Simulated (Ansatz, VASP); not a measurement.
**InSb: VASP beside Ansatz**

```
CELL_PARAMETERS angstrom
0.00000 3.23910 3.27149
3.23910 0.00000 3.27149
3.23910 3.23910 0.00000
ATOMIC_POSITIONS crystal
In 0.00000 0.00000 0.00000
Sb 0.75000 0.75000 0.75000
```

Change from the starting cell: z stretched by +1 %, ions relaxed.

Alike in both runs: functional PBE; k mesh 12 × 12 × 12; occupations fermi-dirac, width 0.05 eV; no spin polarisation.

Ansatz relaxed the structure, and its values are those at the end. VASP's run is a single point on that final structure, the one shown.

|  | VASP | Ansatz |
| --- | --- | --- |
| version | VASP 6.6.1 | Ansatz 0.2.0 |
| potentials or method | VASP PAW PBE potentials, release 64 (In_d, Sb) | plane-wave PAW, scalar-relativistic |
| plane-wave cutoff (eV) | 520 | 420 |
| valence electrons in the cell | 18 | 28 |

```tsv
	VASP	Ansatz	Ansatz less VASP
pressure (GPa)	2.6	2.6	+0.03
```

The functional is the same, so the differences come from potentials, cutoffs and numerics. VASP's potentials hold 18 valence electrons a cell and Ansatz's 28, so a difference there can come from the potentials and not from the codes. Ansatz's warnings: stress scf threshold loose.

Neither program's run includes spin-orbit coupling.
